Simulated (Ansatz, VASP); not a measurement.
# Ta2N: VASP beside Ansatz

The input INCAR:

```
PREC     = Accurate       # precision mode
ENCUT    = 520            # plane-wave cutoff, eV
EDIFF    = 1E-6           # SCF threshold, eV
ISMEAR   = -1             # smearing method
SIGMA    = 0.05           # smearing width, eV
LREAL    = False          # projectors in reciprocal space
LASPH    = True           # aspherical terms in the spheres
NELM     = 100            # most SCF steps
ALGO     = Normal         # electronic algorithm
ISIF     = 2              # what is computed and relaxed
LWAVE    = False          # write WAVECAR
LCHARG   = False          # write CHGCAR
LMAXMIX  = 4              # l up to which the mixer works
METAGGA  = R2SCAN         # meta-GGA
LMIXTAU  = True         
NBANDS   = 20             # bands
```

Contents of KPOINTS:

```
regular mesh
0
Gamma
  7 7 5
```

The input POSCAR:

```
Ta2N
1.0
    3.1128615060      0.0000000000      0.0000000000
   -1.5564307530      2.6958171426      0.0000000000
    0.0000000000      0.0000000000      4.8698410000
Ta N
2 1
Direct
    0.3333333333      0.6666666667      0.2547110000
    0.6666666667      0.3333333333      0.7452890000
    0.0000000000      0.0000000000      0.0000000000
```

The input KPOINTS_OPT:

```
path GMKGALHA,LM,KH
20
line-mode
reciprocal
 0.0000000000  0.0000000000  0.0000000000  G
 0.5000000000  0.0000000000  0.0000000000  M

 0.5000000000  0.0000000000  0.0000000000  M
 0.3333333333  0.3333333333  0.0000000000  K

 0.3333333333  0.3333333333  0.0000000000  K
 0.0000000000  0.0000000000  0.0000000000  G

 0.0000000000  0.0000000000  0.0000000000  G
 0.0000000000  0.0000000000  0.5000000000  A

 0.0000000000  0.0000000000  0.5000000000  A
 0.5000000000  0.0000000000  0.5000000000  L

 0.5000000000  0.0000000000  0.5000000000  L
 0.3333333333  0.3333333333  0.5000000000  H

 0.3333333333  0.3333333333  0.5000000000  H
 0.0000000000  0.0000000000  0.5000000000  A

 0.5000000000  0.0000000000  0.5000000000  L
 0.5000000000  0.0000000000  0.0000000000  M

 0.3333333333  0.3333333333  0.0000000000  K
 0.3333333333  0.3333333333  0.5000000000  H
```

File input.yaml:

```yaml
crystal:
  lattice:
    - [3.112861506, 0.0, 0.0]
    - [-1.556430753, 2.6958171426, 0.0]
    - [0.0, 0.0, 4.869841]
  atoms:
    - { symbol: Ta, position: [0.3333333333, 0.6666666667, 0.254711] }
    - { symbol: Ta, position: [0.6666666667, 0.3333333333, 0.745289] }
    - { symbol: "N", position: [0.0, 0.0, 0.0] }
hamiltonian:
  xc: r2scan
  pseudopotentials: { kind: paw }
kpoints:
  mp_grid: { grid: [7, 7, 5] }
  band_path:
    path:
      - [[0.0, 0.0, 0.0], [0.5, 0.0, 0.0], [0.3333333333, 0.3333333333, 0.0], [0.0, 0.0, 0.0], [0.0, 0.0, 0.5], [0.5, 0.0, 0.5], [0.3333333333, 0.3333333333, 0.5], [0.0, 0.0, 0.5]]
      - [[0.5, 0.0, 0.5], [0.5, 0.0, 0.0]]
      - [[0.3333333333, 0.3333333333, 0.0], [0.3333333333, 0.3333333333, 0.5]]
    npoints: 14
scf:
  occupations: { method: fermi_dirac, width: 0.05 }
  n_extra_bands: 7
output:
  forces: true
  stress: true
  eigenvalues: true
  fatbands: true
```

Alike in both runs: task band structure; functional r2SCAN; k mesh 7 × 7 × 5; occupations fermi-dirac, width 0.05 eV; no spin polarisation.

|  | VASP | Ansatz |
| --- | --- | --- |
| version | VASP 6.6.1 | Ansatz 0.2.0 |
| potentials or method | VASP PAW PBE potentials, release 64 (Ta_pv, N) | Ansatz PAW |
| plane-wave cutoff (eV) | 520 | 500 |
| valence electrons in the cell | 27 | 31 |

VASP gave:

| Item | Value |
| --- | --- |
| gap on the k mesh at the Fermi level (eV) | none |
| pressure (GPa) | -4.1 |
| traceless stress, the component that is largest in VASP (GPa) | 0.57 |
| rms of the force components (eV/Å) | 0.110 |

Question: What did Ansatz give for the same quantities?

Answer: gap on the k mesh at the Fermi level (eV): none; pressure (GPa): -5.1; traceless stress, the component that is largest in VASP (GPa): 0.75; rms of the force components (eV/Å): 0.078.

VASP's potentials were made for PBE, not for r2SCAN. Atom by atom the forces differ by 0.032 eV/Å (rms over components). A gap of «none» marks a metal or a gap that the smearing closes. With one functional, cell and mesh, what is left measures potentials, basis and numerics. VASP's potentials hold 27 valence electrons a cell and Ansatz's 31, so a difference there can come from the potentials and not from the codes.

Neither program's run includes spin-orbit coupling.
